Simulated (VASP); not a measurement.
Input of a VASP 6.6.1 run:

File INCAR:

```
ALGO     = Normal         # electronic algorithm
EDIFF    = 1E-7           # SCF threshold, eV
EDIFFG   = -0.03          # ionic threshold
ENCUT    = 600            # plane-wave cutoff, eV
GGA      = PS             # functional
IBRION   = 2              # ionic algorithm
ISIF     = 3              # what is computed and relaxed
ISMEAR   = -1             # smearing method
LASPH    = True           # aspherical terms in the spheres
LCHARG   = False          # write CHGCAR
LREAL    = False          # projectors in reciprocal space
LWAVE    = False          # write WAVECAR
NELM     = 80             # most SCF steps
NSW      = 80             # ionic steps
PREC     = Accurate       # precision mode
SIGMA    = 0.05           # smearing width, eV
```

KPOINTS

```
k-points
0
Gamma
  8 8 5
```

POSCAR

```
Mg
1.0
    3.2093000000      0.0000000000      0.0000000000
   -1.6046500000      2.7793350000      0.0000000000
    0.0000000000      0.0000000000      5.2103000000
Mg
2
Direct
    0.3333333333      0.6666666667      0.2500000000
    0.6666666667      0.3333333333      0.7500000000
```

Potentials or basis: VASP PAW PBE potentials, release 64 (Mg).

The run is started by

```console
$ cat potpaw_PBE.64/Mg/POTCAR > POTCAR
$ mpirun -np 1 vasp_std > vasp.out
```

(1) Predict the band gap on the k mesh.

(2) Predict the relaxed cell.

(3) Estimate the space group after relaxing (to 0.05 Å).

Results:

(1) zero (band 2 reaches 3.71 eV, above the bottom of band 3 at 1.43 eV).

(2) a = 3.172 Å, b = 3.172 Å, c = 5.166 Å, α = 90.00°, β = 90.00°, γ = 120.00°.

(3) P6_3/mmc (No. 194).
